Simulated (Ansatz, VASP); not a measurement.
# One calculation of TiAl3, two programs

```
CELL_PARAMETERS angstrom
3.95567 0.00000 0.00000
0.00000 3.95567 0.00000
0.31645 0.00000 3.95567
ATOMIC_POSITIONS crystal
Ti 0.00000 0.00000 0.00000
Al 0.50000 0.50000 0.00000
Al 0.50000 0.00000 0.50000
Al 0.00000 0.50000 0.50000
```

Change from the starting cell: shear of c along a, cell held, atoms relaxed: +8.0 %.

Alike in both runs: task single point; functional r2SCAN; k mesh 14 × 14 × 14; occupations gaussian, width 0.1 eV; no spin polarisation.

|  | VASP | Ansatz |
| --- | --- | --- |
| version | VASP 6.6.1 | Ansatz 0.2.0 |
| potentials or method | VASP PAW PBE potentials, release 64 (Ti_sv, Al), cutoff 520 eV | scalar-relativistic, plane waves, PAW |
| valence electrons in the cell | 21 | 21 |

```tsv
	VASP	Ansatz	Ansatz less VASP
gap on the k mesh at the Fermi level (eV)	none	none	-
pressure (GPa)	0.7	0.8	+0.10
traceless stress, the component that is largest in VASP (GPa)	-6.93	-6.94	-0.017
```

VASP's potentials were made for PBE, not for r2SCAN. A gap of «none» marks a metal or a gap that the smearing closes.
